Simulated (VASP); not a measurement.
# MnS (F-43m) in VASP: further runs

MnS is run at these levels: LDA; tasks: single point.

Program: VASP 6.6.1. These are calculated values, not measurements. Logs are shortened: lines on timing, memory, paths and dates and some standing lists are left out, and cuts for length are marked.

### Step 1. The cell of the first run

Symmetry: F-43m, No. 216, cubic system. The conventional cell has a = 5.600 Å, b = 5.600 Å, c = 5.600 Å, α = 90.00°, β = 90.00°, γ = 90.00°. Within 3.2 Å of Mn (site symmetry -43m) lie 4 S at 2.42 Å. Within 3.2 Å of S (site symmetry -43m) lie 4 Mn at 2.42 Å.

### Step 2. Single point, LDA, collinear spin, ferromagnetic start

INCAR reads:

```
SYSTEM = MnS
PREC = Accurate
ENCUT = 520
EDIFF = 1E-7
ISMEAR = 0
SIGMA = 0.05
LREAL = .FALSE.
LASPH = .TRUE.
NELM = 150
ALGO = Normal
ISIF = 2
LWAVE = .FALSE.
LCHARG = .TRUE.
ISPIN = 2
MAGMOM = 0.5 0
LORBIT = 11
LMAXMIX = 4
GGA = CA
LELF = .TRUE.
LVHAR = .TRUE.
NBANDS = 20
```

KPOINTS reads:

```
Automatic mesh
0
G
  10 10 10
  0 0 0
```

POSCAR reads:

```
MnS
1.0
    0.0000000000      2.8000000000      2.8000000000
    2.8000000000      0.0000000000      2.8000000000
    2.8000000000      2.8000000000      0.0000000000
Mn S
1 1
Direct
    0.0000000000      0.0000000000      0.0000000000
    0.7500000000      0.7500000000      0.7500000000
```

Potentials or basis: VASP PAW LDA potentials, release 64 (Mn_pv, S).

Started as:

```bash
> cat potpaw_LDA.64/Mn_pv/POTCAR potpaw_LDA.64/S/POTCAR > POTCAR
> mpirun -np 1 vasp_std > vasp.out
```

OUTCAR:

```text
SYSTEM = MnS
   PREC = Accurate
   ENCUT = 520
   EDIFF = 1E-7
   ISMEAR = 0
   LREAL = .FALSE.
   LASPH = .TRUE.
   NELM = 150
   ISIF = 2
   ISPIN = 2
   LORBIT = 11
   GGA = CA

 ion  position               nearest neighbor table
   1  0.000  0.000  0.000-   2 2.42   2 2.42   2 2.42   2 2.42
   2  0.750  0.750  0.750-   1 2.42   1 2.42   1 2.42   1 2.42

  LATTYP: Found a face centered cubic cell.
 ALAT       =     5.6000000000

  Lattice vectors:

 A1 = (   0.0000000000,   2.8000000000,   2.8000000000)
 A2 = (   2.8000000000,   0.0000000000,   2.8000000000)
 A3 = (   2.8000000000,   2.8000000000,   0.0000000000)

Analysis of symmetry for initial positions (statically):
=====================================================================
 Subroutine PRICEL returns:
 Original cell was already a primitive cell.

 Routine SETGRP: Setting up the symmetry group for a
 face centered cubic supercell.

 Subroutine GETGRP returns: Found 24 space group operations
 (whereof 24 operations were pure point group operations)
 out of a pool of 48 trial point group operations.

The static configuration has the point symmetry T_d .

Analysis of symmetry for dynamics (positions and initial velocities):
=====================================================================
 Subroutine PRICEL returns:
 Original cell was already a primitive cell.

 Routine SETGRP: Setting up the symmetry group for a
 face centered cubic supercell.

 Subroutine GETGRP returns: Found 24 space group operations
 (whereof 24 operations were pure point group operations)
 out of a pool of 48 trial point group operations.

The dynamic configuration has the point symmetry T_d .

Analysis of structural, dynamic, and magnetic symmetry:
=====================================================================
 Subroutine PRICEL returns:
 Original cell was already a primitive cell.

 Routine SETGRP: Setting up the symmetry group for a
 face centered cubic supercell.

 Subroutine GETGRP returns: Found 24 space group operations
 (whereof 24 operations were pure point group operations)
 out of a pool of 48 trial point group operations.

The overall configuration has the point symmetry T_d .

 Subroutine INISYM returns: Found 24 space group operations
 (whereof 24 operations are pure point group operations),
 and found     1 'primitive' translations

[... 116 lines left out ...]
  Fermi-wavevector in a.u.,A,eV,Ry     =   1.238297  2.340041 20.862879  1.533378
  Thomas-Fermi vector in A             =   2.372828
   LORBIT       =     11    0 simple, 1 ext, 2 COOP (PROOUT), +10 PAW based schemes
   GGA     = CA    functional components
   LHFCALC =     F    Hartree Fock is set to
   AEXX    =    0.0000 exact exchange contribution
   IVDW    =     0    specifies the selected vdW correction
   LEPSILON=     F    determine dielectric tensor
   LRPA    =     F    only Hartree local field effects (RPA)
 spin polarized calculation
 Gauss-broadening in eV      SIGMA  =   0.05
  energy-cutoff  :      520.00
  volume of cell :       43.90
 maximum number of plane-waves:      1243
 NGX is ok and might be reduce to    30

 number of electron      18.9999989 magnetization       0.0003497

 number of electron      18.9999989 magnetization      -0.0001779

 Free energy of the ion-electron system (eV)
  ---------------------------------------------------
  ext. energy  EPLUGINS =         0.00000000
  ---------------------------------------------------
  free energy    TOTEN  =       -13.76739064 eV

  energy without entropy =      -13.76090664  energy(sigma->0) =      -13.76414864

 E-fermi :   3.5050     XC(G=0):  -9.7889

 val. band max:        3.5021116880   @ k =   0.5000   0.3000   0.1000
 cond. band min:       3.5081497210   @ k =  -0.3000   0.3000   0.1000
 fundamental gap:      0.0060380331
 Fermi energy:         3.5050021599

 spin component 1

 k-point     1 :       0.0000    0.0000    0.0000
  band No.  band energies     occupation
      1     -43.7690      1.00000
      2     -43.7690      1.00000
      3     -43.7690      1.00000
      4      -9.9288      1.00000
      5       0.0568      1.00000
      6       0.0568      1.00000
[... 541 lines left out ...]
     19      18.6730      0.00000
     20      19.2601      0.00000

 [... further k-points ...]

 spin component 2

 k-point     1 :       0.0000    0.0000    0.0000
  band No.  band energies     occupation
      1     -43.7691      1.00000
      2     -43.7691      1.00000
      3     -43.7691      1.00000
      4      -9.9289      1.00000
      5       0.0568      1.00000
      6       0.0568      1.00000
[... 541 lines left out ...]
     19      18.6730      0.00000
     20      19.2600      0.00000

 [... further k-points ...]

------------------------ aborting loop because EDIFF is reached ----------------------------------------

  FORCE on cell =-STRESS in cart. coord.  units (eV):
  Direction    XX          YY          ZZ          XY          YZ          ZX
  --------------------------------------------------------------------------------------
  -------------------------------------------------------------------------------------
  Total       -7.2122569     -7.2122569     -7.2122569      0.0000000      0.0000000      0.0000000
  in kB     -263.1950274   -263.1950274   -263.1950274      0.0000000      0.0000000      0.0000000
  external PRESSURE =    -263.1950274 kB  Pullay stress =       0.0000000 kB

 VOLUME and BASIS-vectors are now :
 -----------------------------------------------------------------------------
  energy-cutoff  :      520.00
  volume of cell :       43.90
      direct lattice vectors                 reciprocal lattice vectors
     0.000000000  2.800000000  2.800000000    -0.178571429  0.178571429  0.178571429
     2.800000000  0.000000000  2.800000000     0.178571429 -0.178571429  0.178571429
     2.800000000  2.800000000  0.000000000     0.178571429  0.178571429 -0.178571429

 POSITION                                       TOTAL-FORCE (eV/Angst)
 -----------------------------------------------------------------------------------
      0.00000      0.00000      0.00000        -0.000000     -0.000000     -0.000000
      4.20000      4.20000      4.20000         0.000000      0.000000      0.000000
 -----------------------------------------------------------------------------------
    total drift:                                0.000000      0.000000     -0.000000

  FREE ENERGIE OF THE ION-ELECTRON SYSTEM (eV)
  ---------------------------------------------------
  free  energy   TOTEN  =       -13.7673906408 eV

  energy  without entropy=      -13.7609066363  energy(sigma->0) =      -13.76414864

 total charge

# of ion       s       p       d       tot
------------------------------------------
    1        0.240   6.151   5.118  11.510
    2        1.318   2.274   0.000   3.593
--------------------------------------------------
tot          1.559   8.426   5.118  15.103

 magnetization (x)

# of ion       s       p       d       tot
------------------------------------------
    1       -0.000  -0.000  -0.000  -0.000
    2       -0.000  -0.000   0.000  -0.000
--------------------------------------------------
tot         -0.000  -0.000  -0.000  -0.000
```

stdout:

```text
POSCAR found type information on POSCAR MnS
 POSCAR found :  2 types and       2 ions
 scaLAPACK will be used
 LDA part: xc-table for (Slater(with rela. corr.)+CA(PZ))
 , standard interpolation
 POSCAR, INCAR and KPOINTS ok, starting setup
 FFT: planning ... GRIDC
 FFT: planning ... GRID_SOFT
 FFT: planning ... GRID
 WAVECAR not read
 entering main loop
```

Run time: 2.1 min. Hardware: 1 thread of Intel Xeon Platinum 8259CL at 2.50GHz (Skylake/Cascade Lake), shared host; peak memory 0.2 GiB.

What came out:

| Quantity | Value |
| --- | --- |
| Free energy | -13.7674 eV |
| Pressure | -26.3 GPa |
| Net moment | 0.00 μB per cell |
| Valence electrons inside the program's atomic spheres | Mn 11.51; S 3.59 |

Caveat: the cell stands under tension; semilocal functionals often make such compounds metallic where correlation or magnetic order opens a gap, which also shifts bond lengths.

### Step 3. Single point, LDA, collinear spin, antiferromagnetic start

This run uses another cell than the first one: it holds 4 atoms, not 2.

INCAR reads:

```
  ALGO = Normal
  EDIFF = 1E-6
  ENCUT = 520
  GGA = CA
  ISIF = 2
  ISMEAR = 0
  ISPIN = 2
  LASPH = True
  LCHARG = True
  LELF = True
  LMAXMIX = 4
  LORBIT = 11
  LREAL = False
  LVHAR = True
  LWAVE = False
  MAGMOM = 5 -5 0 0
  NBANDS = 31
  NELM = 150
  PREC = Accurate
  SIGMA = 0.05
```

KPOINTS reads:

```
k-points
0
Gamma
  10 10 5
```

POSCAR reads:

```
MnS
1.0
    0.0000000000      2.8000000000      2.8000000000
    2.8000000000      0.0000000000      2.8000000000
    5.6000000000      5.6000000000      0.0000000000
Mn S
2 2
Direct
    0.0000000000      0.0000000000      0.0000000000
    0.0000000000      0.0000000000      0.5000000000
    0.7500000000      0.7500000000      0.3750000000
    0.7500000000      0.7500000000      0.8750000000
```

Potentials or basis: VASP PAW LDA potentials, release 64 (Mn_pv, S).

Started as:

```bash
> cat potpaw_LDA.64/Mn_pv/POTCAR potpaw_LDA.64/S/POTCAR > POTCAR
> mpirun -np 1 vasp_std > vasp.out
```

OUTCAR:

```text
EDIFF = 1E-6
   ENCUT = 520
   GGA = CA
   ISIF = 2
   ISMEAR = 0
   ISPIN = 2
   LASPH = True
   LORBIT = 11
   LREAL = False
   NELM = 150
   PREC = Accurate

 ion  position               nearest neighbor table
   1  0.000  0.000  0.000-   4 2.42   4 2.42   3 2.42   4 2.42
   2  0.000  0.000  0.500-   3 2.42   3 2.42   3 2.42   4 2.42
   3  0.750  0.750  0.375-   1 2.42   2 2.42   2 2.42   2 2.42
   4  0.750  0.750  0.875-   1 2.42   2 2.42   1 2.42   1 2.42
[... 1910 lines left out ...]
  energy-cutoff  :      520.00
  volume of cell :       87.81
      direct lattice vectors                 reciprocal lattice vectors
     0.000000000  2.800000000  2.800000000    -0.178571429  0.178571429  0.178571429
     2.800000000  0.000000000  2.800000000     0.178571429 -0.178571429  0.178571429
     5.600000000  5.600000000  0.000000000     0.089285714  0.089285714 -0.089285714

 POSITION                                       TOTAL-FORCE (eV/Angst)
 -----------------------------------------------------------------------------------
      0.00000      0.00000      0.00000         0.237948      0.237948     -0.237948
      2.80000      2.80000      0.00000         0.237948      0.237948     -0.237948
      4.20000      4.20000      4.20000        -0.237948     -0.237948      0.237948
      7.00000      7.00000      4.20000        -0.237948     -0.237948      0.237948
 -----------------------------------------------------------------------------------
    total drift:                               -0.000055     -0.000055      0.000055

  FREE ENERGIE OF THE ION-ELECTRON SYSTEM (eV)
  ---------------------------------------------------
  free  energy   TOTEN  =       -30.1684531509 eV

  energy  without entropy=      -30.1684531509  energy(sigma->0) =      -30.16845315

 total charge

# of ion       s       p       d       tot
------------------------------------------
    1        0.262   6.200   4.957  11.419
    2        0.262   6.200   4.957  11.419
    3        1.315   2.398   0.000   3.713
    4        1.315   2.398   0.000   3.713
--------------------------------------------------
tot          3.153  17.197   9.915  30.265

 magnetization (x)

# of ion       s       p       d       tot
------------------------------------------
    1        0.025   0.042   3.971   4.039
    2       -0.025  -0.042  -3.971  -4.039
    3       -0.005  -0.042   0.000  -0.047
    4        0.005   0.042   0.000   0.047
--------------------------------------------------
tot          0.000   0.000   0.000   0.000
```

stdout:

```text
POSCAR found type information on POSCAR MnS
 POSCAR found :  2 types and       4 ions
 scaLAPACK will be used
 LDA part: xc-table for (Slater(with rela. corr.)+CA(PZ))
 , standard interpolation
 -----------------------------------------------------------------------------
|                                                                             |
|           W    W    AA    RRRRR   N    N  II  N    N   GGGG   !!!           |
|           W    W   A  A   R    R  NN   N  II  NN   N  G    G  !!!           |
|           W    W  A    A  R    R  N N  N  II  N N  N  G       !!!           |
|           W WW W  AAAAAA  RRRRR   N  N N  II  N  N N  G  GGG   !            |
|           WW  WW  A    A  R   R   N   NN  II  N   NN  G    G                |
|           W    W  A    A  R    R  N    N  II  N    N   GGGG   !!!           |
|                                                                             |
|     Your reciprocal lattice and k-lattice belong to different lattice       |
|     classes:                                                                |
|                                                                             |
|        The reciprocal lattice is rhombohedral (trigonal),                   |
|        whereas your k-lattice is body-centered cubic.                       |
|                                                                             |
|     Results are often still useful ...                                      |
|                                                                             |
 -----------------------------------------------------------------------------

 POSCAR, INCAR and KPOINTS ok, starting setup
 FFT: planning ... GRIDC
 FFT: planning ... GRID_SOFT
 FFT: planning ... GRID
 WAVECAR not read
 entering main loop
```

Wall time 5.9 min (1 thread of Intel Xeon Platinum 8259CL at 2.50GHz (Skylake/Cascade Lake), shared host); peak memory 0.33 GiB.

What came out:

| Quantity | Value |
| --- | --- |
| Free energy | -30.1685 eV |
| Pressure | -8.6 GPa |
| Band gap on the k mesh | 0.45 eV |
| Net moment | 0.00 μB per cell |
| Site moments | Mn +4.04, -4.04; S -0.05, +0.05 μB |
| Valence electrons inside the program's atomic spheres | Mn 11.42; S 3.71 |

Caveat: the cell stands under tension; the antiferromagnetic order is the one typed at the start, and another may lie lower.

### Step 4. Single point, LDA, collinear spin, antiferromagnetic start

This run uses another cell than the first one: it holds 4 atoms, not 2.

INCAR reads:

```
PREC = Accurate
ENCUT = 520
EDIFF = 1E-6
ISMEAR = 0
SIGMA = 0.05
LREAL = F
LASPH = T
NELM = 150
ALGO = Normal
ISIF = 2
LWAVE = F
LCHARG = F
ISPIN = 2
MAGMOM = 4.27 -4.27 0 0
LORBIT = 11
LMAXMIX = 4
GGA = CA
NBANDS = 31
```

KPOINTS reads:

```
Automatic mesh
0
Gamma
  8 8 8
```

POSCAR reads:

```
MnS
1.0
    0.0000000000      2.8000000000      2.8000000000
    5.6000000000      2.8000000000      2.8000000000
    5.6000000000      5.6000000000      0.0000000000
Mn S
2 2
Direct
    0.0000000000      0.0000000000      0.0000000000
    0.0000000000      0.0000000000      0.5000000000
    0.7500000000      0.7500000000      0.0000000000
    0.7500000000      0.7500000000      0.5000000000
```

Started as:

```bash
> cat potpaw_LDA.64/Mn_pv/POTCAR potpaw_LDA.64/S/POTCAR > POTCAR
> mpirun -np 1 vasp_std > vasp.out
```

Run time: 34 min. Hardware: 1 thread of Intel Xeon 8259CL, shared host; peak memory 0.42 GiB.

The run converged, but its numbers aren't listed here, since they failed a check.

Caveat: the result breaks the symmetry of the cell; the cell stands under tension; the antiferromagnetic order is the one typed at the start, and another may lie lower.
